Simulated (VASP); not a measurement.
# Ta (Im-3m) in VASP: further runs

The runs below take Ta through single point, with PBE, PBEsol.

Everything below comes from runs of VASP 6.6.1. Logs are shortened: lines on timing, memory, paths and dates and some standing lists are left out, and cuts for length are marked.

### Step 1. The cell of the first run

The structure is cubic, space group Im-3m (No. 229). The conventional cell has a = 3.317 Å, b = 3.317 Å, c = 3.317 Å, α = 90.00°, β = 90.00°, γ = 90.00°. Within 3.8 Å of Ta (site symmetry m-3m) lie 14 Ta at 2.87 to 3.32 Å.

### Step 2. Single point, PBE

INCAR

```
SYSTEM = Ta
PREC = Accurate ; ENCUT = 520
EDIFF = 1E-7 ; ISMEAR = -1
SIGMA = 0.05 ; LREAL = .False.
LASPH = .True. ; NELM = 60
ALGO = Normal ; ISIF = 2
LWAVE = .False. ; LCHARG = .False.
GGA = PE ; NBANDS = 12
```

KPOINTS

```
Automatic mesh
0
Gamma
  11 11 11
  0 0 0
```

POSCAR

```
Ta
1.0
   -1.6583374948      1.6583374948      1.6583374948
    1.6583374948     -1.6583374948      1.6583374948
    1.6583374948      1.6583374948     -1.6583374948
Ta
1
Direct
    0.0000000000      0.0000000000      0.0000000000
```

Potentials or basis: VASP PAW PBE potentials, release 64 (Ta_pv).

The run is started by

```
$ cat potpaw_PBE.64/Ta_pv/POTCAR > POTCAR
$ mpirun -np 1 vasp_std > vasp.out
```

OUTCAR:

```text
SYSTEM = Ta
   PREC = Accurate
   ENCUT = 520
   EDIFF = 1E-7
   ISMEAR = -1
   LREAL = .False.
   LASPH = .True.
   NELM = 60
   ISIF = 2
   GGA = PE

 ion  position               nearest neighbor table
   1  0.000  0.000  0.000-

  LATTYP: Found a body centered cubic cell.
 ALAT       =     3.3166749896

  Lattice vectors:

 A1 = (  -1.6583374948,   1.6583374948,   1.6583374948)
 A2 = (   1.6583374948,  -1.6583374948,   1.6583374948)
 A3 = (   1.6583374948,   1.6583374948,  -1.6583374948)

Analysis of symmetry for initial positions (statically):
=====================================================================
 Subroutine PRICEL returns:
 Original cell was already a primitive cell.

 Routine SETGRP: Setting up the symmetry group for a
 body centered cubic supercell.

 Subroutine GETGRP returns: Found 48 space group operations
 (whereof 48 operations were pure point group operations)
 out of a pool of 48 trial point group operations.

The static configuration has the point symmetry O_h .

Analysis of symmetry for dynamics (positions and initial velocities):
=====================================================================
 Subroutine PRICEL returns:
 Original cell was already a primitive cell.

 Routine SETGRP: Setting up the symmetry group for a
 body centered cubic supercell.

 Subroutine GETGRP returns: Found 48 space group operations
 (whereof 48 operations were pure point group operations)
 out of a pool of 48 trial point group operations.

The dynamic configuration has the point symmetry O_h .

 Subroutine INISYM returns: Found 48 space group operations
 (whereof 48 operations are pure point group operations),
 and found     1 'primitive' translations

----------------------------------------------------------------------------------------

                                     Primitive cell

  volume of cell :      18.2423

  direct lattice vectors                    reciprocal lattice vectors
    -1.658337495  1.658337495  1.658337495     0.000000000  0.301506781  0.301506781
     1.658337495 -1.658337495  1.658337495     0.301506781  0.000000000  0.301506781
     1.658337495  1.658337495 -1.658337495     0.301506781  0.301506781  0.000000000

  length of vectors
     2.872324797  2.872324797  2.872324797     0.426394979  0.426394979  0.426394979

  position of ions in fractional coordinates (direct lattice)
     0.000000000  0.000000000  0.000000000

  ion indices of the primitive-cell ions
   primitive index   ion index
                 1           1

----------------------------------------------------------------------------------------

 KPOINTS: Automatic mesh

Automatic generation of k-mesh.
 Grid dimensions read from file:
 generate k-points for:   11   11   11

 Generating k-lattice:

  Cartesian coordinates                     Fractional coordinates (reciprocal lattice)
     0.000000000  0.027409707  0.027409707     0.090909091  0.000000000  0.000000000
     0.027409707  0.000000000  0.027409707     0.000000000  0.090909091  0.000000000
     0.027409707  0.027409707  0.000000000     0.000000000  0.000000000  0.090909091

  Length of vectors
     0.038763180  0.038763180  0.038763180

  Shift w.r.t. Gamma in fractional coordinates (k-lattice)
     0.000000000  0.000000000  0.000000000

 Subroutine IBZKPT returns following result:
 ===========================================

 Found     56 irreducible k-points:

 Following reciprocal coordinates:
            Coordinates               Weight
  0.000000  0.000000  0.000000      1.000000
  0.090909  0.000000  0.000000     12.000000
  0.181818  0.000000  0.000000     12.000000
  0.272727  0.000000  0.000000     12.000000
  0.363636  0.000000  0.000000     12.000000
  0.454545  0.000000  0.000000     12.000000
[... 16 lines left out ...]
  0.272727  0.181818  0.090909     48.000000
  0.363636  0.181818  0.090909     24.000000
 [... further k-points ...]
   k-points           NKPTS =     56   k-points in BZ     NKDIM =     56   number of bands    NBANDS=     12
   number of dos      NEDOS =    301   number of ions     NIONS =      1
   total plane-waves  NPLWV =  13824
   dimension x,y,z NGX =    24 NGY =   24 NGZ =   24
   dimension x,y,z NGXF=    48 NGYF=   48 NGZF=   48
   ions per type =               1
   NGX,Y,Z   is equivalent  to a cutoff of  13.89, 13.89, 13.89 a.u.
   NGXF,Y,Z  is equivalent  to a cutoff of  27.78, 27.78, 27.78 a.u.
 SYSTEM =  Ta
   PREC   = accura    normal or accurate (medium, high low for compatibility)
   ISTART =      0    job   : 0-new  1-cont  2-samecut
   ICHARG =      2    charge: 1-file 2-atom 10-const
   ISPIN  =      1    spin polarized calculation?
   LNONCOLLINEAR =      F non collinear calculations
   LSORBIT =      F    spin-orbit coupling
   LASPH  =      T    aspherical Exc in radial PAW
   ENCUT  =  520.0 eV  38.22 Ry    6.18 a.u.   5.34  5.34  5.34*2*pi/ulx,y,z
   NELM   =     60;   NELMIN=  2; NELMDL= -5     # of ELM steps
   EDIFF  = 0.1E-06   stopping-criterion for ELM
   LREAL  =      F    real-space projection
   EDIFFG = 0.1E-05   stopping-criterion for IOM
   NSW    =      0    number of steps for IOM
   IBRION =     -1    ionic relax: 0-MD 1-quasi-New 2-CG
   NFREE  =      0    steps in history (QN), initial steepest desc. (CG)
   ISIF   =      2    stress and relaxation
   ISYM   =      2    0-nonsym 1-usesym 2-fastsym
   POTIM  = 0.5000    time-step for ionic-motion
   TEBEG  =    0.0;   TEEND  =   0.0 temperature during run
   PSTRESS=    0.0 pullay stress
   NELECT =      11.0000    total number of electrons
   NUPDOWN=      -1.0000    fix difference up-down
   EMIN   =  10.00;   EMAX   =-10.00  energy-range for DOS
   EFERMI =   0.00;   METHOD = LEGACY
   ISMEAR =    -1;   SIGMA  =   0.05  broadening in eV -4-tet -1-fermi 0-gaus
   EFERMI_NEDOS =   21; number of points for ismear=-14 and -15
   IALGO  =     38    algorithm
   IMIX   =      4    mixing-type and parameters
     AMIX     =   0.40;   BMIX     =  1.00
     AMIX_MAG =   1.60;   BMIX_MAG =  1.00
  volume/ion in A,a.u.               =      18.24       123.10
  Fermi-wavevector in a.u.,A,eV,Ry     =   1.383076  2.613635 26.026586  1.912900
  Thomas-Fermi vector in A             =   2.507708
   LORBIT       =      0    0 simple, 1 ext, 2 COOP (PROOUT), +10 PAW based schemes
   GGA     = PE    functional components
   LHFCALC =     F    Hartree Fock is set to
   AEXX    =    0.0000 exact exchange contribution
   IVDW    =     0    specifies the selected vdW correction
   LEPSILON=     F    determine dielectric tensor
   LRPA    =     F    only Hartree local field effects (RPA)
 non-spin polarized calculation
  energy-cutoff  :      520.00
  volume of cell :       18.24
 maximum number of plane-waves:       531
 NGX is ok and might be reduce to    24
   NGX = 11   NGY = 11   NGZ = 11

 number of electron      11.0000001 magnetization

 Free energy of the ion-electron system (eV)
  ---------------------------------------------------
  ext. energy  EPLUGINS =         0.00000000
  ---------------------------------------------------
  free energy    TOTEN  =       -11.82063001 eV

  energy without entropy =      -11.81156310  energy(sigma->0) =      -11.81609656

 E-fermi :   5.3768     XC(G=0): -12.5524

 val. band max:        5.3334571488   @ k =   0.1818   0.0000   0.0000
 cond. band min:       5.3855445403   @ k =   0.3636   0.1818   0.0909
 fundamental gap:      0.0520873916
 Fermi energy:         5.3768335550

 k-point     1 :       0.0000    0.0000    0.0000
  band No.  band energies     occupation
      1     -27.7350      2.00000
      2     -27.7350      2.00000
      3     -27.7350      2.00000
      4      -2.4838      2.00000
      5       6.1199      0.00000
      6       6.1199      0.00000
      7       6.1199      0.00000
      8       9.3477      0.00000
      9       9.3477      0.00000
     10      20.0409      0.00000
     11      20.3341      0.00000
     12      20.3341      0.00000

 k-point     2 :       0.0909    0.0000    0.0000
  band No.  band energies     occupation
      1     -27.8317      2.00000
      2     -27.7649      2.00000
      3     -27.7355      2.00000
      4      -2.1239      2.00000
      5       5.8902      0.00007
      6       6.0410      0.00000
      7       6.4748      0.00000
      8       9.0087      0.00000
      9       9.3511      0.00000
     10      20.0407      0.00000
     11      20.6423      0.00000
     12      20.9659      0.00000

 k-point     3 :       0.1818    0.0000    0.0000
  band No.  band energies     occupation
      1     -28.0841      2.00000
      2     -27.8443      2.00000
      3     -27.7369      2.00000
      4      -1.1474      2.00000
      5       5.3335      1.40846
      6       5.6668      0.00604
      7       7.5097      0.00000
      8       8.6623      0.00000
      9       9.4066      0.00000
     10      20.0396      0.00000
     11      21.0352      0.00000
     12      22.6585      0.00000
[... 286 lines left out ...]
 k-point    23 :       0.2727    0.1818    0.0909
  band No.  band energies     occupation
      1     -28.6600      2.00000
      2     -28.1718      2.00000
      3     -27.9115      2.00000
      4       2.5563      2.00000
      5       3.8884      2.00000
      6       4.7548      1.99999
      7       9.6776      0.00000
      8      10.2194      0.00000
      9      14.4223      0.00000
     10      15.5951      0.00000
     11      19.2828      0.00000
     12      20.0462      0.00000

 k-point    24 :       0.3636    0.1818    0.0909
  band No.  band energies     occupation
      1     -28.6627      2.00000
      2     -28.2469      2.00000
      3     -27.9191      2.00000
      4       2.5886      2.00000
      5       3.8287      2.00000
      6       5.3855      0.91311
      7       9.7587      0.00000
      8      10.3220      0.00000
      9      14.3358      0.00000
     10      15.3585      0.00000
     11      18.6599      0.00000
     12      20.0455      0.00000

 [... further k-points ...]

------------------------ aborting loop because EDIFF is reached ----------------------------------------

  FORCE on cell =-STRESS in cart. coord.  units (eV):
  Direction    XX          YY          ZZ          XY          YZ          ZX
  --------------------------------------------------------------------------------------
  -------------------------------------------------------------------------------------
  Total        0.0149442      0.0149442      0.0149442     -0.0000000     -0.0000000     -0.0000000
  in kB        1.3125196      1.3125196      1.3125196     -0.0000000     -0.0000000     -0.0000000
  external PRESSURE =       1.3125196 kB  Pullay stress =       0.0000000 kB

 VOLUME and BASIS-vectors are now :
 -----------------------------------------------------------------------------
  energy-cutoff  :      520.00
  volume of cell :       18.24
      direct lattice vectors                 reciprocal lattice vectors
    -1.658337495  1.658337495  1.658337495     0.000000000  0.301506781  0.301506781
     1.658337495 -1.658337495  1.658337495     0.301506781  0.000000000  0.301506781
     1.658337495  1.658337495 -1.658337495     0.301506781  0.301506781  0.000000000

 POSITION                                       TOTAL-FORCE (eV/Angst)
 -----------------------------------------------------------------------------------
      0.00000      0.00000      0.00000        -0.000000     -0.000000      0.000000
 -----------------------------------------------------------------------------------
    total drift:                               -0.000000      0.000000      0.000000

  FREE ENERGIE OF THE ION-ELECTRON SYSTEM (eV)
  ---------------------------------------------------
  free  energy   TOTEN  =       -11.8206300089 eV

  energy  without entropy=      -11.8115631041  energy(sigma->0) =      -11.81609656
```

It took 24 s on 1 thread of AMD EPYC 7R43 (Zen 3), shared host; peak memory 0.11 GiB.

What came out:

```
Free energy : -11.8206 eV
Pressure    : 0.1 GPa
```

Caveat: spin-orbit coupling is left out, which moves the levels of the heavy elements.

### Step 3. Single point, PBEsol

This run uses another cell than the first one, of 17.62 Å³/atom, 0.966 times its volume.

INCAR

```
ALGO = Normal
EDIFF = 1E-6
ENCUT = 520
GGA = PS
ISIF = 2
ISMEAR = -1
LASPH = True
LCHARG = False
LREAL = False
LWAVE = False
NBANDS = 12
NELM = 80
PREC = Accurate
SIGMA = 0.05
```

KPOINTS

```
k-points
0
Gamma
  11 11 11
```

POSCAR

```
Ta
1.0
   -1.6393144723      1.6393144723      1.6393144723
    1.6393144723     -1.6393144723      1.6393144723
    1.6393144723      1.6393144723     -1.6393144723
Ta
1
Direct
    0.0000000000      0.0000000000      0.0000000000
```

Potentials or basis: VASP PAW PBE potentials, release 64 (Ta_pv).

The run is started by

```
$ cat potpaw_PBE.64/Ta_pv/POTCAR > POTCAR
$ mpirun -np 1 vasp_std > vasp.out
```

Wall time 16 s (1 thread of AMD EPYC 7R43 (Zen 3), shared host); peak memory 0.11 GiB.

The run converged. Its results:

```yaml
Free_energy: -12.5612 eV
Pressure: 0.3 GPa
```

Levels at points of the mesh, in eV from the Fermi level:
```
           k point  band 3  band 4  band 5  band 6  band 7  band 8
(0.00, 0.00, 0.00)  -32.93   -8.01    0.72    0.72    0.72    4.07
```

Caveat: the PAW data sets were made with another functional, which shifts forces and pressure a little; spin-orbit coupling is left out, which moves the levels of the heavy elements.

### Step 4. Single point, PBE

This run uses another cell than the first one, of 18.01 Å³/atom, 0.987 times its volume.

INCAR

```
PREC = Accurate ; ENCUT = 520
EDIFF = 1E-7 ; ISMEAR = 0
SIGMA = 0.013000000000000001 ; LREAL = False
LASPH = True ; NELM = 80
ALGO = Normal ; ISIF = 2
LWAVE = False ; LCHARG = True
GGA = PE ; LELF = True
LVHAR = True ; NBANDS = 12
```

KPOINTS

```
regular mesh
0
Gamma
  11 11 11
```

POSCAR

```
Ta
1.0
   -1.6512800000      1.6512800000      1.6512800000
    1.6512800000     -1.6512800000      1.6512800000
    1.6512800000      1.6512800000     -1.6512800000
Ta
1
Direct
    0.0000000000      0.0000000000      0.0000000000
```

The run is started by

```
$ cat potpaw_PBE.64/Ta_pv/POTCAR > POTCAR
$ mpirun -np 1 vasp_std > vasp.out
```

It took 19 s on 1 thread of AMD EPYC 7R43 (Zen 3), shared host; peak memory 0.11 GiB.

The run converged. Its results:

```
Free energy : -11.8153 eV
Pressure    : 2.2 GPa
```

Levels at points of the mesh, in eV from the Fermi level:
| k point | band 2 | band 3 | band 4 | band 5 | band 6 | band 7 | band 8 | band 9 |
| --- | --- | --- | --- | --- | --- | --- | --- | --- |
| (0.00, 0.00, 0.00) | -33.01 | -33.01 | -7.87 | 0.79 | 0.79 | 0.79 | 4.06 | 4.06 |

Caveat: spin-orbit coupling is left out, which moves the levels of the heavy elements.

### Step 5. The runs side by side

| level | cell | smearing | gap on the mesh (eV) | pressure (GPa) |
| --- | --- | --- | --- | --- |
| PBE | a = 2.872 Å, angles 109.5°, 1 atom | fermi-dirac 0.05 eV | none | 0.1 |
| PBEsol | a = 2.839 Å, angles 109.5°, 1 atom | fermi-dirac 0.05 eV | none | 0.3 |
| PBE | a = 2.860 Å, angles 109.5°, 1 atom | gaussian 0.013 eV | none | 2.2 |

Alike in all rows: task single point; potentials or basis VASP PAW PBE potentials, release 64 (Ta_pv); no spin polarisation; k mesh 11 × 11 × 11; cutoff (eV) 520.

Caveats: spin-orbit coupling is left out, which moves the levels of the heavy elements; the PAW data sets were made with another functional, which shifts forces and pressure a little (some runs).

Total energies depend on the potentials used, so only differences within one code and one set of settings carry meaning.
